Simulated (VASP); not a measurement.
# CdH (Fm-3m) in VASP: a series of runs

The runs below take CdH through single point, relaxation of cell and atoms, with PBEsol.

All numbers are computed with VASP 6.6.1; they aren't measurements. Logs are shortened: lines on timing, memory, paths and dates and some standing lists are left out, and cuts for length are marked.

**1. The cell of the first run**

It takes space group Fm-3m (No. 225, cubic). Conventional cell: a = 4.712 Å, b = 4.712 Å, c = 4.712 Å, α = 90.00°, β = 90.00°, γ = 90.00°. Cd (site symmetry m-3m) has 6 H at 2.36 Å within 3.1 Å. H (site symmetry m-3m) has 6 Cd at 2.36 Å within 3.1 Å.

**2. Single point, PBEsol**

Input file INCAR:

```
ALGO     = Normal         # electronic algorithm
EDIFF    = 1E-6           # SCF threshold, eV
ENCUT    = 520            # plane-wave cutoff, eV
GGA      = PS             # functional
ISIF     = 2              # what is computed and relaxed
ISMEAR   = 0              # smearing method
LASPH    = T              # aspherical terms in the spheres
LCHARG   = T              # write CHGCAR
LELF     = T              # ELF
LREAL    = F              # projectors in reciprocal space
LVHAR    = T            
LWAVE    = F              # write WAVECAR
NBANDS   = 36             # bands
NELM     = 100            # most SCF steps
PREC     = Accurate       # precision mode
SIGMA    = 0.1            # smearing width, eV
```

Input file KPOINTS:

```
k-points
0
Gamma
  8 8 8
```

Input file POSCAR:

```
CdH
1.0
    4.7122061946      0.0000000000      0.0000000000
    0.0000000000     -4.7122061946      0.0000000000
    0.0000000000      0.0000000000     -4.7122061946
Cd H
4 4
Direct
    0.0000000000      0.5000000000      0.5000000000
    0.5000000000      0.0000000000      0.5000000000
    0.5000000000      0.5000000000      0.0000000000
    0.0000000000      1.0000000000      1.0000000000
    0.5000000000      0.0000000000      0.0000000000
    0.0000000000      0.5000000000      0.0000000000
    0.0000000000      0.0000000000      0.5000000000
    0.5000000000      0.5000000000      0.5000000000
```

Potentials or basis: VASP PAW PBE potentials, release 64 (Cd, H).

On the command line:

```
cat potpaw_PBE.64/Cd/POTCAR potpaw_PBE.64/H/POTCAR > POTCAR
mpirun -np 1 vasp_std > vasp.out
```

OUTCAR:

```text
EDIFF = 1E-6
   ENCUT = 520
   GGA = PS
   ISIF = 2
   ISMEAR = 0
   LASPH = T
   LREAL = F
   NELM = 100
   PREC = Accurate

 ion  position               nearest neighbor table
   1  0.000  0.500  0.500-   2 3.33   3 3.33   4 3.33   3 3.33   4 3.33   2 3.33   4 3.33   4 3.33
                             2 3.33   3 3.33   3 3.33   2 3.33
   2  0.500  0.000  0.500-   1 3.33   3 3.33   4 3.33   3 3.33   4 3.33   1 3.33   3 3.33   3 3.33
                             1 3.33   4 3.33   4 3.33   1 3.33
   3  0.500  0.500  0.000-   1 3.33   2 3.33   4 3.33   1 3.33   2 3.33   2 3.33   4 3.33   2 3.33
                             1 3.33   4 3.33   1 3.33   4 3.33
   4  0.000  0.000  0.000-   1 3.33   2 3.33   3 3.33   1 3.33   2 3.33   1 3.33   3 3.33   1 3.33
                             2 3.33   3 3.33   2 3.33   3 3.33
   5  0.500  0.000  0.000-
   6  0.000  0.500  0.000-
   7  0.000  0.000  0.500-
   8  0.500  0.500  0.500-

  LATTYP: Found a simple cubic cell.
 ALAT       =     4.7122061946

  Lattice vectors:

 A1 = (   4.7122061946,   0.0000000000,   0.0000000000)
 A2 = (   0.0000000000,  -4.7122061946,   0.0000000000)
 A3 = (   0.0000000000,   0.0000000000,  -4.7122061946)

Analysis of symmetry for initial positions (statically):
=====================================================================
 Subroutine PRICEL returns following result:

  LATTYP: Found a face centered cubic cell.
 ALAT       =     4.7122061946

  Lattice vectors:

 A1 = (   2.3561030973,   2.3561030973,   0.0000000000)
 A2 = (   2.3561030973,   0.0000000000,  -2.3561030973)
 A3 = (   0.0000000000,   2.3561030973,  -2.3561030973)

   4 primitive cells build up your supercell.

 Routine SETGRP: Setting up the symmetry group for a
 simple cubic supercell.

 Subroutine GETGRP returns: Found 48 space group operations
 (whereof 48 operations were pure point group operations)
 out of a pool of 48 trial point group operations.

The static configuration has the point symmetry O_h .

Analysis of symmetry for dynamics (positions and initial velocities):
=====================================================================
 Subroutine PRICEL returns following result:

  LATTYP: Found a face centered cubic cell.
 ALAT       =     4.7122061946

  Lattice vectors:

 A1 = (   2.3561030973,   2.3561030973,   0.0000000000)
 A2 = (   2.3561030973,   0.0000000000,  -2.3561030973)
 A3 = (   0.0000000000,   2.3561030973,  -2.3561030973)

   4 primitive cells build up your supercell.

 Routine SETGRP: Setting up the symmetry group for a
 simple cubic supercell.

 Subroutine GETGRP returns: Found 48 space group operations
 (whereof 48 operations were pure point group operations)
 out of a pool of 48 trial point group operations.

The dynamic configuration has the point symmetry O_h .

 Subroutine INISYM returns: Found 48 space group operations
 (whereof 48 operations are pure point group operations),
 and found     4 'primitive' translations

----------------------------------------------------------------------------------------

                                     Primitive cell

  volume of cell :      26.1585

  direct lattice vectors                    reciprocal lattice vectors
     2.356103097  2.356103097  0.000000000     0.212214822  0.212214822  0.212214822
     2.356103097  0.000000000 -2.356103097     0.212214822 -0.212214822 -0.212214822
     0.000000000  2.356103097 -2.356103097    -0.212214822  0.212214822 -0.212214822

  length of vectors
     3.332032955  3.332032955  3.332032955     0.367566854  0.367566854  0.367566854

  position of ions in fractional coordinates (direct lattice)
     0.000000000  1.000000000  0.000000000
     0.500000000  0.500000000  0.500000000

  ion indices of the primitive-cell ions
   primitive index   ion index
                 1           1
                 2           7

----------------------------------------------------------------------------------------

 KPOINTS: k-points

Automatic generation of k-mesh.
 Grid dimensions read from file:
 generate k-points for:    8    8    8

 Generating k-lattice:

  Cartesian coordinates                     Fractional coordinates (reciprocal lattice)
     0.026526853  0.000000000  0.000000000     0.125000000  0.000000000  0.000000000
     0.000000000 -0.026526853  0.000000000     0.000000000  0.125000000  0.000000000
     0.000000000  0.000000000 -0.026526853     0.000000000  0.000000000  0.125000000

  Length of vectors
     0.026526853  0.026526853  0.026526853

  Shift w.r.t. Gamma in fractional coordinates (k-lattice)
     0.000000000  0.000000000  0.000000000

 Subroutine IBZKPT returns following result:
 ===========================================

 Found     35 irreducible k-points:

 Following reciprocal coordinates:
            Coordinates               Weight
  0.000000  0.000000  0.000000      1.000000
  0.125000  0.000000  0.000000      6.000000
  0.250000  0.000000  0.000000      6.000000
  0.375000  0.000000  0.000000      6.000000
  0.500000  0.000000  0.000000      3.000000
  0.125000  0.125000  0.000000     12.000000
[... 16 lines left out ...]
  0.375000  0.375000  0.125000     24.000000
  0.500000  0.375000  0.125000     24.000000
 [... further k-points ...]
   k-points           NKPTS =     35   k-points in BZ     NKDIM =     35   number of bands    NBANDS=     36
   number of dos      NEDOS =    301   number of ions     NIONS =      8
   total plane-waves  NPLWV =  46656
   dimension x,y,z NGX =    36 NGY =   36 NGZ =   36
   dimension x,y,z NGXF=    72 NGYF=   72 NGZF=   72
   ions per type =               4   4
   NGX,Y,Z   is equivalent  to a cutoff of  12.70, 12.70, 12.70 a.u.
   NGXF,Y,Z  is equivalent  to a cutoff of  25.40, 25.40, 25.40 a.u.
 SYSTEM =  unknown system
   PREC   = accura    normal or accurate (medium, high low for compatibility)
   ISTART =      0    job   : 0-new  1-cont  2-samecut
   ICHARG =      2    charge: 1-file 2-atom 10-const
   ISPIN  =      1    spin polarized calculation?
   LNONCOLLINEAR =      F non collinear calculations
   LSORBIT =      F    spin-orbit coupling
   LASPH  =      T    aspherical Exc in radial PAW
   ENCUT  =  520.0 eV  38.22 Ry    6.18 a.u.   8.76  8.76  8.76*2*pi/ulx,y,z
   NELM   =    100;   NELMIN=  2; NELMDL= -5     # of ELM steps
   EDIFF  = 0.1E-05   stopping-criterion for ELM
   LREAL  =      F    real-space projection
   EDIFFG = 0.1E-04   stopping-criterion for IOM
   NSW    =      0    number of steps for IOM
   IBRION =     -1    ionic relax: 0-MD 1-quasi-New 2-CG
   NFREE  =      0    steps in history (QN), initial steepest desc. (CG)
   ISIF   =      2    stress and relaxation
   ISYM   =      2    0-nonsym 1-usesym 2-fastsym
   POTIM  = 0.5000    time-step for ionic-motion
   TEBEG  =    0.0;   TEEND  =   0.0 temperature during run
   PSTRESS=    0.0 pullay stress
   NELECT =      52.0000    total number of electrons
   NUPDOWN=      -1.0000    fix difference up-down
   EMIN   =  10.00;   EMAX   =-10.00  energy-range for DOS
   EFERMI =   0.00;   METHOD = LEGACY
   ISMEAR =     0;   SIGMA  =   0.10  broadening in eV -4-tet -1-fermi 0-gaus
   EFERMI_NEDOS =   21; number of points for ismear=-14 and -15
   IALGO  =     38    algorithm
   IMIX   =      4    mixing-type and parameters
     AMIX     =   0.40;   BMIX     =  1.00
     AMIX_MAG =   1.60;   BMIX_MAG =  1.00
  volume/ion in A,a.u.               =      13.08        88.26
  Fermi-wavevector in a.u.,A,eV,Ry     =   1.296736  2.450476 22.878536  1.681525
  Thomas-Fermi vector in A             =   2.428174
   LORBIT       =      0    0 simple, 1 ext, 2 COOP (PROOUT), +10 PAW based schemes
   GGA     = PS    functional components
   LHFCALC =     F    Hartree Fock is set to
   AEXX    =    0.0000 exact exchange contribution
   IVDW    =     0    specifies the selected vdW correction
   LEPSILON=     F    determine dielectric tensor
   LRPA    =     F    only Hartree local field effects (RPA)
 non-spin polarized calculation
 Gauss-broadening in eV      SIGMA  =   0.10
  energy-cutoff  :      520.00
  volume of cell :      104.63
 maximum number of plane-waves:      2872
 NGX is ok and might be reduce to    36
   NGX = 17   NGY = 17   NGZ = 17

 number of electron      52.0000053 magnetization

 Free energy of the ion-electron system (eV)
  ---------------------------------------------------
  ext. energy  EPLUGINS =         0.00000000
  ---------------------------------------------------
  free energy    TOTEN  =       -13.44613617 eV

  energy without entropy =      -13.42197666  energy(sigma->0) =      -13.43405641

 E-fermi :   2.3848     XC(G=0): -10.8976

 val. band max:        2.3789301053   @ k =   0.5000   0.3750   0.0000
 cond. band min:       2.3946558202   @ k =   0.1250   0.1250   0.0000
 fundamental gap:      0.0157257149
 Fermi energy:         2.3848232966

 k-point     1 :       0.0000    0.0000    0.0000
  band No.  band energies     occupation
      1      -7.4676      2.00000
      2      -7.4454      2.00000
      3      -7.4454      2.00000
      4      -7.4454      2.00000
      5      -6.8990      2.00000
      6      -6.8990      2.00000
[... 28 lines left out ...]
     35       7.3384      0.00000
     36       7.3384      0.00000

 k-point     2 :       0.1250    0.0000    0.0000
  band No.  band energies     occupation
      1      -7.4040      2.00000
      2      -7.4034      2.00000
      3      -7.4034      2.00000
      4      -7.3604      2.00000
      5      -6.8827      2.00000
      6      -6.8681      2.00000
[... 28 lines left out ...]
     35       7.7098      0.00000
     36       8.6012      0.00000
[... 817 lines left out ...]
     35       9.4460      0.00000
     36      10.1330      0.00000

 k-point    24 :       0.5000    0.3750    0.1250
  band No.  band energies     occupation
      1      -6.7519      2.00000
      2      -6.7519      2.00000
      3      -6.6452      2.00000
      4      -6.6452      2.00000
      5      -6.5605      2.00000
      6      -6.5605      2.00000
[... 28 lines left out ...]
     35      10.1409      0.00000
     36      10.1409      0.00000

 [... further k-points ...]

------------------------ aborting loop because EDIFF is reached ----------------------------------------

  FORCE on cell =-STRESS in cart. coord.  units (eV):
  Direction    XX          YY          ZZ          XY          YZ          ZX
  --------------------------------------------------------------------------------------
  -------------------------------------------------------------------------------------
  Total        0.1580881      0.1580881      0.1580881     -0.0000000      0.0000000     -0.0000000
  in kB        2.4206766      2.4206766      2.4206766     -0.0000000      0.0000000     -0.0000000
  external PRESSURE =       2.4206766 kB  Pullay stress =       0.0000000 kB

 VOLUME and BASIS-vectors are now :
 -----------------------------------------------------------------------------
  energy-cutoff  :      520.00
  volume of cell :      104.63
      direct lattice vectors                 reciprocal lattice vectors
     4.712206195  0.000000000  0.000000000     0.212214822  0.000000000  0.000000000
     0.000000000 -4.712206195  0.000000000     0.000000000 -0.212214822  0.000000000
     0.000000000  0.000000000 -4.712206195     0.000000000  0.000000000 -0.212214822

 POSITION                                       TOTAL-FORCE (eV/Angst)
 -----------------------------------------------------------------------------------
      0.00000     -2.35610     -2.35610         0.000000      0.000000      0.000000
      2.35610      0.00000     -2.35610        -0.000000      0.000000      0.000000
      2.35610     -2.35610      0.00000        -0.000000     -0.000000      0.000000
      0.00000      0.00000      0.00000         0.000000     -0.000000     -0.000000
      2.35610      0.00000      0.00000         0.000000      0.000000     -0.000000
      0.00000     -2.35610      0.00000         0.000000      0.000000     -0.000000
      0.00000      0.00000     -2.35610         0.000000      0.000000     -0.000000
      2.35610     -2.35610     -2.35610         0.000000      0.000000     -0.000000
 -----------------------------------------------------------------------------------
    total drift:                                0.000000     -0.000000     -0.000000

  FREE ENERGIE OF THE ION-ELECTRON SYSTEM (eV)
  ---------------------------------------------------
  free  energy   TOTEN  =       -13.4461361730 eV

  energy  without entropy=      -13.4219766552  energy(sigma->0) =      -13.43405641
```

It took 1.8 min on 1 thread of Intel Xeon Platinum 8259CL at 2.50GHz (Skylake/Cascade Lake), shared host; peak memory 0.25 GiB.

Results:

```yaml
Free_energy: -13.4461 eV
Pressure: 0.2 GPa
Band_gap_on_the_k_mesh: zero (bands 26 and 27 overlap by 2.91 eV)
```

Levels at points of the mesh, in eV from the Fermi level:
| k point | band 22 | band 23 | band 24 | band 25 | band 26 | band 27 | band 28 | band 29 | band 30 | band 31 |
| --- | --- | --- | --- | --- | --- | --- | --- | --- | --- | --- |
| (0.00, 0.00, 0.00) | -2.53 | -2.53 | -2.53 | -1.30 | -1.30 | -1.30 | 3.71 | 3.71 | 3.71 | 4.95 |
| (0.50, 0.00, 0.00) | -7.57 | -2.42 | -2.42 | 0.60 | 0.60 | 1.06 | 1.06 | 1.06 | 1.06 | 3.15 |
| (0.50, 0.50, 0.00) | -5.92 | -5.92 | -5.92 | 0.47 | 0.47 | 0.47 | 0.47 | 3.20 | 3.20 | 3.20 |
| (0.50, 0.50, 0.50) | -5.68 | -5.68 | -5.68 | -2.29 | -2.29 | -2.29 | -2.29 | 6.04 | 6.04 | 6.04 |

Caveat: the PAW data sets were made with another functional, which shifts forces and pressure a little.

(Continued in part 2 of 2.)
